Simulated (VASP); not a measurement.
# BaTiO3 (P4/mmm) in VASP: a series of runs

BaTiO3 is run at these levels: PBE; tasks: single point.

All numbers are computed with VASP 6.6.1; they aren't measurements. Logs are shortened: lines on timing, memory, paths and dates and some standing lists are left out, and cuts for length are marked.

## Step 1: The cell of the first run

Symmetry: P4/mmm, No. 123, tetragonal system. Conventional cell: a = 4.019 Å, b = 4.019 Å, c = 4.230 Å, α = 90.00°, β = 90.00°, γ = 90.00°. Within 3.7 Å of Ba (site symmetry 4/mmm) lie 12 O at 2.84 to 2.92 Å and 8 Ti at 3.54 Å. Within 2.7 Å of Ti (site symmetry 4/mmm) lie 6 O at 2.01 to 2.12 Å. O (site symmetry mmm) has 2 Ti at 2.01 Å within 2.7 Å. Within 2.8 Å of O (site symmetry 4/mmm) lie 2 Ti at 2.12 Å.

## Step 2: Single point, PBE (strain +0.0525 x Voigt [0, 0, 1, 0, 0, 0])

INCAR

```
ALGO = Normal
EDIFF = 1E-6
ENCUT = 520
GGA = PE
ISIF = 2
ISMEAR = 0
LASPH = T
LCHARG = F
LREAL = F
LWAVE = F
NBANDS = 28
NELM = 60
PREC = Accurate
SIGMA = 0.05
```

KPOINTS

```
k-points
0
Gamma
  8 8 8
```

POSCAR

```
BaTiO3
1.0
    4.0192501416      0.0000000000      0.0000000000
    0.0000000000      4.0192501416      0.0000000000
    0.0000000000      0.0000000000      4.2302607740
Ba Ti O
1 1 3
Direct
    0.5000000000      0.5000000000      0.5000000000
    0.0000000000      0.0000000000      0.0000000000
    0.5000000000      0.0000000000      0.0000000000
    0.0000000000      0.5000000000      0.0000000000
    0.0000000000      0.0000000000      0.5000000000
```

Potentials or basis: VASP PAW PBE potentials, release 64 (Ba_sv, Ti_sv, O).

Launch:

```
> cat potpaw_PBE.64/Ba_sv/POTCAR potpaw_PBE.64/Ti_sv/POTCAR potpaw_PBE.64/O/POTCAR > POTCAR
> mpirun -np 1 vasp_std > vasp.out
```

OUTCAR:

```text
EDIFF = 1E-6
   ENCUT = 520
   GGA = PE
   ISIF = 2
   ISMEAR = 0
   LASPH = T
   LREAL = F
   NELM = 60
   PREC = Accurate

 ion  position               nearest neighbor table
   1  0.500  0.500  0.500-   5 2.84   5 2.84   5 2.84   5 2.84   4 2.92   3 2.92   4 2.92   3 2.92
                             4 2.92   3 2.92   4 2.92   3 2.92   2 3.54   2 3.54   2 3.54   2 3.54
   2  0.000  0.000  0.000-   3 2.01   4 2.01   4 2.01   3 2.01   5 2.12   5 2.12   1 3.54   1 3.54
                             1 3.54   1 3.54   1 3.54   1 3.54   1 3.54   1 3.54
   3  0.500  0.000  0.000-   2 2.01   2 2.01   1 2.92   1 2.92   1 2.92   1 2.92
   4  0.000  0.500  0.000-   2 2.01   2 2.01   1 2.92   1 2.92   1 2.92   1 2.92
   5  0.000  0.000  0.500-   2 2.12   2 2.12   1 2.84   1 2.84   1 2.84   1 2.84

  LATTYP: Found a simple tetragonal cell.
 ALAT       =     4.0192501416
 C/A-ratio  =     1.0525000000

  Lattice vectors:

 A1 = (   4.0192501416,   0.0000000000,   0.0000000000)
 A2 = (   0.0000000000,   4.0192501416,   0.0000000000)
 A3 = (   0.0000000000,   0.0000000000,   4.2302607740)

Analysis of symmetry for initial positions (statically):
=====================================================================
 Subroutine PRICEL returns:
 Original cell was already a primitive cell.

 Routine SETGRP: Setting up the symmetry group for a
 simple tetragonal supercell.

 Subroutine GETGRP returns: Found 16 space group operations
 (whereof 16 operations were pure point group operations)
 out of a pool of 16 trial point group operations.

The static configuration has the point symmetry D_4h.

Analysis of symmetry for dynamics (positions and initial velocities):
=====================================================================
 Subroutine PRICEL returns:
 Original cell was already a primitive cell.

 Routine SETGRP: Setting up the symmetry group for a
 simple tetragonal supercell.

 Subroutine GETGRP returns: Found 16 space group operations
 (whereof 16 operations were pure point group operations)
 out of a pool of 16 trial point group operations.

The dynamic configuration has the point symmetry D_4h.

 Subroutine INISYM returns: Found 16 space group operations
 (whereof 16 operations are pure point group operations),
 and found     1 'primitive' translations

----------------------------------------------------------------------------------------

                                     Primitive cell

  volume of cell :      68.3372

  direct lattice vectors                    reciprocal lattice vectors
     4.019250142  0.000000000  0.000000000     0.248802629  0.000000000  0.000000000
     0.000000000  4.019250142  0.000000000     0.000000000  0.248802629  0.000000000
     0.000000000  0.000000000  4.230260774     0.000000000  0.000000000  0.236392046

  length of vectors
     4.019250142  4.019250142  4.230260774     0.248802629  0.248802629  0.236392046

  position of ions in fractional coordinates (direct lattice)
     0.500000000  0.500000000  0.500000000
     0.000000000  0.000000000  0.000000000
     0.500000000  0.000000000  0.000000000
     0.000000000  0.500000000  0.000000000
     0.000000000  0.000000000  0.500000000

  ion indices of the primitive-cell ions
   primitive index   ion index
                 1           1
                 2           2
                 3           3
                 4           4
                 5           5

----------------------------------------------------------------------------------------

 KPOINTS: k-points

Automatic generation of k-mesh.
 Grid dimensions read from file:
 generate k-points for:    8    8    8

 Generating k-lattice:

  Cartesian coordinates                     Fractional coordinates (reciprocal lattice)
     0.031100329  0.000000000  0.000000000     0.125000000  0.000000000  0.000000000
     0.000000000  0.031100329  0.000000000     0.000000000  0.125000000  0.000000000
     0.000000000  0.000000000  0.029549006     0.000000000  0.000000000  0.125000000

  Length of vectors
     0.031100329  0.031100329  0.029549006

  Shift w.r.t. Gamma in fractional coordinates (k-lattice)
     0.000000000  0.000000000  0.000000000

 Subroutine IBZKPT returns following result:
 ===========================================

 Found     75 irreducible k-points:

 Following reciprocal coordinates:
            Coordinates               Weight
  0.000000  0.000000  0.000000      1.000000
  0.125000  0.000000  0.000000      4.000000
  0.250000  0.000000  0.000000      4.000000
  0.375000  0.000000  0.000000      4.000000
  0.500000  0.000000  0.000000      2.000000
  0.125000  0.125000  0.000000      4.000000
[... 16 lines left out ...]
  0.375000  0.125000  0.125000     16.000000
  0.500000  0.125000  0.125000      8.000000
 [... further k-points ...]
   k-points           NKPTS =     75   k-points in BZ     NKDIM =     75   number of bands    NBANDS=     28
   number of dos      NEDOS =    301   number of ions     NIONS =      5
   total plane-waves  NPLWV =  28800
   dimension x,y,z NGX =    30 NGY =   30 NGZ =   32
   dimension x,y,z NGXF=    60 NGYF=   60 NGZF=   64
   ions per type =               1   1   3
   NGX,Y,Z   is equivalent  to a cutoff of  12.41, 12.41, 12.58 a.u.
   NGXF,Y,Z  is equivalent  to a cutoff of  24.82, 24.82, 25.15 a.u.
 SYSTEM =  unknown system
   PREC   = accura    normal or accurate (medium, high low for compatibility)
   ISTART =      0    job   : 0-new  1-cont  2-samecut
   ICHARG =      2    charge: 1-file 2-atom 10-const
   ISPIN  =      1    spin polarized calculation?
   LNONCOLLINEAR =      F non collinear calculations
   LSORBIT =      F    spin-orbit coupling
   LASPH  =      T    aspherical Exc in radial PAW
   ENCUT  =  520.0 eV  38.22 Ry    6.18 a.u.   7.47  7.47  7.87*2*pi/ulx,y,z
   NELM   =     60;   NELMIN=  2; NELMDL= -5     # of ELM steps
   EDIFF  = 0.1E-05   stopping-criterion for ELM
   LREAL  =      F    real-space projection
   EDIFFG = 0.1E-04   stopping-criterion for IOM
   NSW    =      0    number of steps for IOM
   IBRION =     -1    ionic relax: 0-MD 1-quasi-New 2-CG
   NFREE  =      0    steps in history (QN), initial steepest desc. (CG)
   ISIF   =      2    stress and relaxation
   ISYM   =      2    0-nonsym 1-usesym 2-fastsym
   POTIM  = 0.5000    time-step for ionic-motion
   TEBEG  =    0.0;   TEEND  =   0.0 temperature during run
   PSTRESS=    0.0 pullay stress
   NELECT =      40.0000    total number of electrons
   NUPDOWN=      -1.0000    fix difference up-down
   EMIN   =  10.00;   EMAX   =-10.00  energy-range for DOS
   EFERMI =   0.00;   METHOD = LEGACY
   ISMEAR =     0;   SIGMA  =   0.05  broadening in eV -4-tet -1-fermi 0-gaus
   EFERMI_NEDOS =   21; number of points for ismear=-14 and -15
   IALGO  =     38    algorithm
   IMIX   =      4    mixing-type and parameters
     AMIX     =   0.40;   BMIX     =  1.00
     AMIX_MAG =   1.60;   BMIX_MAG =  1.00
  volume/ion in A,a.u.               =      13.67        92.23
  Fermi-wavevector in a.u.,A,eV,Ry     =   1.369438  2.587863 25.515834  1.875361
  Thomas-Fermi vector in A             =   2.495313
   LORBIT       =      0    0 simple, 1 ext, 2 COOP (PROOUT), +10 PAW based schemes
   GGA     = PE    functional components
   LHFCALC =     F    Hartree Fock is set to
   AEXX    =    0.0000 exact exchange contribution
   IVDW    =     0    specifies the selected vdW correction
   LEPSILON=     F    determine dielectric tensor
   LRPA    =     F    only Hartree local field effects (RPA)
 non-spin polarized calculation
 Gauss-broadening in eV      SIGMA  =   0.05
  energy-cutoff  :      520.00
  volume of cell :       68.34
 maximum number of plane-waves:      1880
 NGX is ok and might be reduce to    30
   NGX = 15   NGY = 15   NGZ = 15

 number of electron      39.9999979 magnetization

 Free energy of the ion-electron system (eV)
  ---------------------------------------------------
  ext. energy  EPLUGINS =         0.00000000
  ---------------------------------------------------
  free energy    TOTEN  =       -39.88471129 eV

  energy without entropy =      -39.88471129  energy(sigma->0) =      -39.88471129

 E-fermi :   3.6734     XC(G=0): -10.9258

 val. band max:        3.4200099045   @ k =   0.5000   0.5000   0.5000
 cond. band min:       4.9515788471   @ k =   0.0000   0.0000   0.0000
 fundamental gap:      1.5315689426
 Fermi energy:         3.6733700186

 k-point     1 :       0.0000    0.0000    0.0000
  band No.  band energies     occupation
      1     -53.5317      2.00000
      2     -29.7171      2.00000
      3     -29.7133      2.00000
      4     -29.7133      2.00000
      5     -21.6211      2.00000
      6     -13.4448      2.00000
[... 20 lines left out ...]
     27       8.5831      0.00000
     28      10.0873      0.00000

 k-point     2 :       0.1250    0.0000    0.0000
  band No.  band energies     occupation
      1     -53.5316      2.00000
      2     -29.7202      2.00000
      3     -29.7168      2.00000
      4     -29.7130      2.00000
      5     -21.6073      2.00000
      6     -13.4238      2.00000
[... 20 lines left out ...]
     27       8.8729      0.00000
     28      10.4691      0.00000

 k-point     3 :       0.2500    0.0000    0.0000
  band No.  band energies     occupation
      1     -53.5313      2.00000
      2     -29.7368      2.00000
      3     -29.7162      2.00000
      4     -29.7124      2.00000
      5     -21.5738      2.00000
      6     -13.4146      2.00000
[... 20 lines left out ...]
     27       9.5826      0.00000
     28      11.4879      0.00000

 k-point     4 :       0.3750    0.0000    0.0000
  band No.  band energies     occupation
      1     -53.5309      2.00000
      2     -29.7533      2.00000
      3     -29.7156      2.00000
      4     -29.7118      2.00000
      5     -21.5398      2.00000
      6     -13.4576      2.00000
[... 578 lines left out ...]
     27       9.9395      0.00000
     28      11.2442      0.00000

 k-point    23 :       0.3750    0.1250    0.1250
  band No.  band energies     occupation
      1     -53.5307      2.00000
      2     -29.7527      2.00000
      3     -29.7187      2.00000
      4     -29.7185      2.00000
      5     -21.5235      2.00000
      6     -13.3499      2.00000
[... 20 lines left out ...]
     27      10.6931      0.00000
     28      11.6229      0.00000

 k-point    24 :       0.5000    0.1250    0.1250
  band No.  band energies     occupation
      1     -53.5306      2.00000
      2     -29.7595      2.00000
      3     -29.7185      2.00000
      4     -29.7182      2.00000
      5     -21.5103      2.00000
      6     -13.3641      2.00000
[... 20 lines left out ...]
     27      11.0062      0.00000
     28      11.7422      0.00000

 [... further k-points ...]
[... 5 lines left out ...]
  --------------------------------------------------------------------------------------
  -------------------------------------------------------------------------------------
  Total       -1.3753703     -1.3753703     -4.3065815      0.0000000      0.0000000      0.0000000
  in kB      -32.2457882    -32.2457882   -100.9685317      0.0000000      0.0000000      0.0000000
  external PRESSURE =     -55.1533693 kB  Pullay stress =       0.0000000 kB

 VOLUME and BASIS-vectors are now :
 -----------------------------------------------------------------------------
  energy-cutoff  :      520.00
  volume of cell :       68.34
      direct lattice vectors                 reciprocal lattice vectors
     4.019250142  0.000000000  0.000000000     0.248802629  0.000000000  0.000000000
     0.000000000  4.019250142  0.000000000     0.000000000  0.248802629  0.000000000
     0.000000000  0.000000000  4.230260774     0.000000000  0.000000000  0.236392046

 POSITION                                       TOTAL-FORCE (eV/Angst)
 -----------------------------------------------------------------------------------
      2.00963      2.00963      2.11513         0.000000      0.000000      0.000000
      0.00000      0.00000      0.00000         0.000000      0.000000      0.000000
      2.00963      0.00000      0.00000         0.000000      0.000000      0.000000
      0.00000      2.00963      0.00000         0.000000      0.000000      0.000000
      0.00000      0.00000      2.11513         0.000000      0.000000      0.000000
 -----------------------------------------------------------------------------------
    total drift:                               -0.000000     -0.000000      0.000000

  FREE ENERGIE OF THE ION-ELECTRON SYSTEM (eV)
  ---------------------------------------------------
  free  energy   TOTEN  =       -39.8847112910 eV

  energy  without entropy=      -39.8847112910  energy(sigma->0) =      -39.88471129
```

Wall time 2.8 min (1 thread of AMD EPYC 7R43 (Zen 3), shared host); peak memory 0.24 GiB.

Results:

| Property | Result |
| --- | --- |
| Free energy | -39.8847 eV |
| Pressure | -5.5 GPa |
| Band gap on the k mesh | 1.53 eV, indirect (least direct gap 1.77 eV) |

Stress tensor (GPa, compression positive):
```
 -3.22   0.00   0.00
  0.00  -3.22   0.00
  0.00   0.00 -10.10
```

Levels at points of the mesh, in eV from the valence-band top:
| k point | band 17 | band 18 | band 19 | band 20 | band 21 | band 22 | band 23 | band 24 |
| --- | --- | --- | --- | --- | --- | --- | --- | --- |
| (0.00, 0.00, 0.00) | -0.99 | -0.29 | -0.24 | -0.24 | 1.53 | 1.53 | 1.61 | 3.23 |
| (0.50, 0.00, 0.00) | -1.93 | -1.77 | -0.83 | -0.74 | 1.68 | 3.24 | 3.27 | 3.32 |
| (0.50, 0.50, 0.00) | -1.74 | -0.70 | -0.70 | -0.06 | 3.24 | 3.24 | 3.69 | 3.90 |
| (0.00, 0.00, 0.50) | -1.47 | -1.47 | -0.74 | -0.74 | 1.72 | 2.87 | 2.87 | 3.61 |
| (0.50, 0.00, 0.50) | -1.81 | -1.11 | -1.08 | -0.22 | 2.87 | 3.27 | 3.46 | 4.33 |
| (0.50, 0.50, 0.50) | -2.37 | -0.08 | -0.08 | 0.00 | 3.67 | 3.67 | 3.88 | 6.27 |

Caveat: the cell differs from its parent crystal (strain +0.0525 x Voigt [0, 0, 1, 0, 0, 0]); spin-orbit coupling is left out, which moves the levels of the heavy elements. A k mesh can miss the band edges.

[end of part 1 of 3]
